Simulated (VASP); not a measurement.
# H in VASP: notebook

H is run at these levels: PBE; tasks: single point, relaxation of the atoms.

Program: VASP 6.6.1. These are calculated values, not measurements. Logs are shortened: lines on timing, memory, paths and dates and some standing lists are left out, and cuts for length are marked.

### Step 1. The cell of the first run

The cell holds an amorphous packing of atoms, 20 atoms: a = 6.214 Å, b = 6.214 Å, c = 6.214 Å, α = 90.00°, β = 90.00°, γ = 90.00°.

### Step 2. Single point, PBE

Contents of INCAR:

```
SYSTEM = H
ALGO = Normal ; EDIFF = 1E-6
ENCUT = 520 ; GGA = PE
ISIF = 2 ; ISMEAR = -1
LASPH = .TRUE. ; LCHARG = .TRUE.
LELF = .TRUE. ; LREAL = Auto
LVHAR = .TRUE. ; LWAVE = .FALSE.
NBANDS = 26 ; NELM = 60
PREC = Accurate ; SIGMA = 0.02
```

Contents of KPOINTS:

```
k-points
0
G
  1 1 1
  0 0 0
```

Contents of POSCAR:

```
H
1.0
    6.2144650000      0.0000000000      0.0000000000
    0.0000000000      6.2144650000      0.0000000000
    0.0000000000      0.0000000000      6.2144650000
H
20
Direct
    0.5861807895      0.2349840252      0.9284628685
    0.5600803931      0.2649785621      1.0565511271
    0.8886364313      0.0003540128      0.7640722090
    0.8153557869     -0.0336473051      0.8595752008
    0.0652348995     -0.1641653787      0.4884732636
    0.1196241350     -0.0637866655      0.4511088243
    0.4231418151      0.0063722300      0.6560661296
    0.3147334485      0.0232522027      0.5968655387
    0.1005074451      0.3389028661      0.2783184071
    0.1958656135      0.2712220601      0.2835964158
    0.1718088363      0.9146885532      0.0640119463
    0.2218372780      0.8777424927     -0.0348863498
    0.8033032610      0.5719076381      0.2482916872
    0.7155080928      0.5328375009      0.1801281365
    1.0721759637      0.4794298463      0.8591890050
    1.0092099642      0.5721007359      0.7992803886
    0.6642888809      0.2878928436      0.5212677197
    0.7345604167      0.2286600697      0.4359667325
    0.6814263175      0.7004947329      0.7361212912
    0.5891898981      0.6181545797      0.7364109380
```

Potentials or basis: VASP PAW PBE potentials, release 64 (H).

Launch:

```
> cat potpaw_PBE.64/H/POTCAR > POTCAR
> mpirun -np 1 vasp_gam > vasp.out
```

OUTCAR:

```text
SYSTEM = H
   EDIFF = 1E-6
   ENCUT = 520
   GGA = PE
   ISIF = 2
   ISMEAR = -1
   LASPH = .TRUE.
   LREAL = Auto
   NELM = 60
   PREC = Accurate

 ion  position               nearest neighbor table
   1  0.586  0.235  0.928-   2 0.83
   2  0.560  0.265  0.057-   1 0.83
   3  0.889  0.000  0.764-   4 0.78
   4  0.815  0.966  0.860-   3 0.78
   5  0.065  0.836  0.488-   6 0.75
   6  0.120  0.936  0.451-   5 0.75
[... 12 lines left out ...]
  19  0.681  0.700  0.736-  20 0.77
  20  0.589  0.618  0.736-  19 0.77

  LATTYP: Found a simple cubic cell.
 ALAT       =     6.2144650000

  Lattice vectors:

 A1 = (   6.2144650000,   0.0000000000,   0.0000000000)
 A2 = (   0.0000000000,   6.2144650000,   0.0000000000)
 A3 = (   0.0000000000,   0.0000000000,   6.2144650000)

Analysis of symmetry for initial positions (statically):
=====================================================================
 Subroutine PRICEL returns:
 Original cell was already a primitive cell.

 Routine SETGRP: Setting up the symmetry group for a
 simple cubic supercell.

 Subroutine GETGRP returns: Found  1 space group operations
 (whereof  1 operations were pure point group operations)
 out of a pool of 48 trial point group operations.

The static configuration has the point symmetry C_1 .

Analysis of symmetry for dynamics (positions and initial velocities):
=====================================================================
 Subroutine PRICEL returns:
 Original cell was already a primitive cell.

 Routine SETGRP: Setting up the symmetry group for a
 simple cubic supercell.

 Subroutine GETGRP returns: Found  1 space group operations
 (whereof  1 operations were pure point group operations)
 out of a pool of 48 trial point group operations.

The dynamic configuration has the point symmetry C_1 .

 Subroutine INISYM returns: Found  1 space group operations
 (whereof  1 operations are pure point group operations),
 and found     1 'primitive' translations

----------------------------------------------------------------------------------------

                                     Primitive cell

  volume of cell :     240.0000

  direct lattice vectors                    reciprocal lattice vectors
     6.214465000  0.000000000  0.000000000     0.160914898  0.000000000  0.000000000
     0.000000000  6.214465000  0.000000000     0.000000000  0.160914898  0.000000000
     0.000000000  0.000000000  6.214465000     0.000000000  0.000000000  0.160914898

  length of vectors
     6.214465000  6.214465000  6.214465000     0.160914898  0.160914898  0.160914898

  position of ions in fractional coordinates (direct lattice)
     0.586180789  0.234984025  0.928462868
     0.560080393  0.264978562  0.056551127
     0.888636431  0.000354013  0.764072209
     0.815355787  0.966352695  0.859575201
     0.065234899  0.835834621  0.488473264
     0.119624135  0.936213335  0.451108824
[... 12 lines left out ...]
     0.681426317  0.700494733  0.736121291
     0.589189898  0.618154580  0.736410938

  ion indices of the primitive-cell ions
   primitive index   ion index
                 1           1
                 2           2
                 3           3
                 4           4
                 5           5
                 6           6
[... 12 lines left out ...]
                19          19
                20          20

----------------------------------------------------------------------------------------

 KPOINTS: k-points

Automatic generation of k-mesh.
 Grid dimensions read from file:
 generate k-points for:    1    1    1

 Generating k-lattice:

  Cartesian coordinates                     Fractional coordinates (reciprocal lattice)
     0.160914898  0.000000000  0.000000000     1.000000000  0.000000000  0.000000000
     0.000000000  0.160914898  0.000000000     0.000000000  1.000000000  0.000000000
     0.000000000  0.000000000  0.160914898     0.000000000  0.000000000  1.000000000

  Length of vectors
     0.160914898  0.160914898  0.160914898

  Shift w.r.t. Gamma in fractional coordinates (k-lattice)
     0.000000000  0.000000000  0.000000000

 Subroutine IBZKPT returns following result:
 ===========================================

 Found      1 irreducible k-points:

 Following reciprocal coordinates:
            Coordinates               Weight
  0.000000  0.000000  0.000000      1.000000
   k-points           NKPTS =      1   k-points in BZ     NKDIM =      1   number of bands    NBANDS=     26
   number of dos      NEDOS =    301   number of ions     NIONS =     20
   total plane-waves  NPLWV = 110592
   dimension x,y,z NGX =    48 NGY =   48 NGZ =   48
   dimension x,y,z NGXF=    96 NGYF=   96 NGZF=   96
   ions per type =              20
   NGX,Y,Z   is equivalent  to a cutoff of  12.84, 12.84, 12.84 a.u.
   NGXF,Y,Z  is equivalent  to a cutoff of  25.68, 25.68, 25.68 a.u.
 SYSTEM =  H
   PREC   = accura    normal or accurate (medium, high low for compatibility)
   ISTART =      0    job   : 0-new  1-cont  2-samecut
   ICHARG =      2    charge: 1-file 2-atom 10-const
   ISPIN  =      1    spin polarized calculation?
   LNONCOLLINEAR =      F non collinear calculations
   LSORBIT =      F    spin-orbit coupling
   LASPH  =      T    aspherical Exc in radial PAW
   ENCUT  =  520.0 eV  38.22 Ry    6.18 a.u.  11.55 11.55 11.55*2*pi/ulx,y,z
   NELM   =     60;   NELMIN=  2; NELMDL= -5     # of ELM steps
   EDIFF  = 0.1E-05   stopping-criterion for ELM
   LREAL  =      T    real-space projection
   EDIFFG = 0.1E-04   stopping-criterion for IOM
   NSW    =      0    number of steps for IOM
   IBRION =     -1    ionic relax: 0-MD 1-quasi-New 2-CG
   NFREE  =      0    steps in history (QN), initial steepest desc. (CG)
   ISIF   =      2    stress and relaxation
   ISYM   =      2    0-nonsym 1-usesym 2-fastsym
   POTIM  = 0.5000    time-step for ionic-motion
   TEBEG  =    0.0;   TEEND  =   0.0 temperature during run
   PSTRESS=    0.0 pullay stress
   NELECT =      20.0000    total number of electrons
   NUPDOWN=      -1.0000    fix difference up-down
   EMIN   =  10.00;   EMAX   =-10.00  energy-range for DOS
   EFERMI =   0.00;   METHOD = LEGACY
   ISMEAR =    -1;   SIGMA  =   0.02  broadening in eV -4-tet -1-fermi 0-gaus
   EFERMI_NEDOS =   21; number of points for ismear=-14 and -15
   IALGO  =     38    algorithm
   IMIX   =      4    mixing-type and parameters
     AMIX     =   0.40;   BMIX     =  1.00
     AMIX_MAG =   1.60;   BMIX_MAG =  1.00
  volume/ion in A,a.u.               =      12.00        80.98
  Fermi-wavevector in a.u.,A,eV,Ry     =   0.715069  1.351284  6.956975  0.511323
  Thomas-Fermi vector in A             =   1.803133
   LORBIT       =      0    0 simple, 1 ext, 2 COOP (PROOUT), +10 PAW based schemes
   GGA     = PE    functional components
[... 5 lines left out ...]
 non-spin polarized calculation
  energy-cutoff  :      520.00
  volume of cell :      240.00
 maximum number of plane-waves:      3226
 NGX is ok and might be reduce to    48
   NGX = 23   NGY = 23   NGZ = 23

 number of electron      20.0000000 magnetization

 Free energy of the ion-electron system (eV)
  ---------------------------------------------------
  ext. energy  EPLUGINS =         0.00000000
  ---------------------------------------------------
  free energy    TOTEN  =       -66.97113086 eV

  energy without entropy =      -66.97113086  energy(sigma->0) =      -66.97113086

 E-fermi :  -7.2385     XC(G=0):  -5.2023

 val. band max:       -7.7227593705   @ k =   0.0000   0.0000   0.0000
 cond. band min:       0.7335711472   @ k =   0.0000   0.0000   0.0000
 fundamental gap:      8.4563305177
 Fermi energy:        -7.2384846946

 k-point     1 :       0.0000    0.0000    0.0000
  band No.  band energies     occupation
      1     -10.9415      2.00000
      2      -9.7718      2.00000
      3      -9.4381      2.00000
      4      -9.0732      2.00000
      5      -8.7370      2.00000
      6      -8.6882      2.00000
[... 14 lines left out ...]
     21       4.2996      0.00000
     22       4.4931      0.00000
 [bands above 22 left out]

------------------------ aborting loop because EDIFF is reached ----------------------------------------

  FORCE on cell =-STRESS in cart. coord.  units (eV):
  Direction    XX          YY          ZZ          XY          YZ          ZX
  --------------------------------------------------------------------------------------
  -------------------------------------------------------------------------------------
  Total        1.2958833      0.7672198     -0.4717877      0.6428502      0.2722591      1.0241161
  in kB        8.6509786      5.1217593     -3.1495316      4.2915002      1.8175305      6.8367316
  external PRESSURE =       3.5410687 kB  Pullay stress =       0.0000000 kB

 VOLUME and BASIS-vectors are now :
 -----------------------------------------------------------------------------
  energy-cutoff  :      520.00
  volume of cell :      240.00
      direct lattice vectors                 reciprocal lattice vectors
     6.214465000  0.000000000  0.000000000     0.160914898  0.000000000  0.000000000
     0.000000000  6.214465000  0.000000000     0.000000000  0.160914898  0.000000000
     0.000000000  0.000000000  6.214465000     0.000000000  0.000000000  0.160914898

 POSITION                                       TOTAL-FORCE (eV/Angst)
 -----------------------------------------------------------------------------------
      3.64280      1.46030      5.76990        -0.486769      0.515208      2.224889
      3.48060      1.64670      0.35144         0.373828     -0.515924     -2.230370
      5.52240      0.00220      4.74830        -0.593240     -0.213300      0.705392
      5.06700      6.00537      5.34180         0.552773      0.310516     -0.707038
      0.40540      5.19426      3.03560        -0.207483     -0.115875     -0.115722
      0.74340      5.81806      2.80340        -0.247695     -0.123111     -0.190136
[... 12 lines left out ...]
      4.23470      4.35320      4.57460        -0.597644     -0.476359     -0.031513
      3.66150      3.84150      4.57640         0.445884      0.416128     -0.027446
 -----------------------------------------------------------------------------------
    total drift:                               -0.000293      0.000065     -0.000400

  FREE ENERGIE OF THE ION-ELECTRON SYSTEM (eV)
  ---------------------------------------------------
  free  energy   TOTEN  =       -66.9711308643 eV

  energy  without entropy=      -66.9711308642  energy(sigma->0) =      -66.97113086
```

Wall time 21 s (1 thread of AMD EPYC 7R43 (Zen 3), shared host); peak memory 0.24 GiB.

What came out:

- Free energy: -66.9711 eV
- Pressure: 0.4 GPa
- Largest force: 2.335 eV/Å
- Band gap on the k mesh: 8.46 eV

Forces on the atoms (eV/Å):
```
H   -0.487  0.515  2.225
H    0.374 -0.516 -2.230
H   -0.593 -0.213  0.705
H    0.553  0.311 -0.707
H   -0.207 -0.116 -0.116
H   -0.248 -0.123 -0.190
H   -0.619  0.210 -0.333
H    1.028 -0.019  0.606
H   -0.600  0.423 -0.047
H    0.644 -0.431  0.011
H   -0.296  0.231  0.707
H    0.406 -0.249 -0.592
H    0.421  0.279  0.297
H   -0.363 -0.089 -0.348
H   -0.613  0.921 -0.635
H    0.696 -1.016  0.614
H    0.613 -0.511 -0.693
H   -0.556  0.452  0.784
H   -0.598 -0.476 -0.032
H    0.446  0.416 -0.027
```

Stress tensor (GPa, compression positive):
```
 0.87  0.43  0.68
 0.43  0.51  0.18
 0.68  0.18 -0.31
```

Caveat: the k points lie up to 1.01 Å⁻¹ apart.

(Part 1 of 2 ends here.)
